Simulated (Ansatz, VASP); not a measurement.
# One calculation of B, two programs

```
CELL_PARAMETERS angstrom
0.85598 -1.48262 0.00000
0.85598 1.48262 0.00000
0.00000 0.00000 4.02073
ATOMIC_POSITIONS crystal
B 0.50000 0.50000 0.50000
```

Alike in both runs: task relaxation of cell and atoms; functional PBE; k mesh 36 × 36 × 14; occupations gaussian, width 0.1 eV; no spin polarisation.

|  | VASP | Ansatz |
| --- | --- | --- |
| version | VASP 6.6.1 | Ansatz 0.2.0 |
| potentials or method | VASP PAW PBE potentials, release 64 (B), cutoff 600 eV | scalar-relativistic, plane waves, PAW |
| valence electrons in the cell | 3 | 3 |

```tsv
	VASP	Ansatz	Ansatz less VASP
gap on the k mesh at the Fermi level, each at its own relaxed structure (eV)	none	none	-
relaxed volume (Å³/atom)	10.21	10.21	0.000
relaxed length of the cell vector where the two differ most in proportion (Å)	1.712	1.712	0.0000
```

A gap of «none» marks a metal or a gap that the smearing closes. Ansatz's warnings: near symmetry operations not taken.

Noted on VASP's run: the relaxation stopped at its first step, so nothing moved.
